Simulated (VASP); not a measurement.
# Sb: single point with r2SCAN

Crystal: Sb.

```xyz
2
Lattice="0.0000 3.4511 3.4511 3.4511 0.0000 3.4511 3.4511 3.4511 0.0000" Properties=species:S:1:pos:R:3 pbc="T T T"
Sb    0.0000    0.0000    0.0000
Sb    1.7255    1.7255    1.7255
```

```yaml
Program: VASP 6.6.1
Task: single point
Functional: r2SCAN
Potentials_or_basis: VASP PAW PBE potentials, release 64 (Sb)
Cutoff: 550 eV
k_mesh: 5 × 5 × 5
Occupations: fermi-dirac, width 0.1 eV
Spin: no spin polarisation
Dipole_correction: no
Further_INCAR_settings: ALGO = Normal; EDIFF = 1e-06; NBANDS = 12
```

```yaml
Pressure: 0.4 GPa
Band_gap_on_the_k_mesh: zero (band 5 reaches 4.37 eV, above the bottom of band 6 at 3.84 eV)
```

Levels at points of the mesh, in eV from the Fermi level:
| k point | band 2 | band 3 | band 4 | band 5 | band 6 | band 7 | band 8 | band 9 |
| --- | --- | --- | --- | --- | --- | --- | --- | --- |
| (0.00, 0.00, 0.00) | -5.47 | -2.23 | -2.23 | -2.23 | 0.25 | 0.25 | 0.25 | 4.06 |

Wall time 92 s on 1 thread of AMD EPYC 7R43 64-Core Processor (Zen 3), on a shared host, peak memory 0.2 GiB.

Caveat: the PAW data sets were made with another functional, which shifts forces and pressure a little; spin-orbit coupling is left out, which moves the levels of the heavy elements.
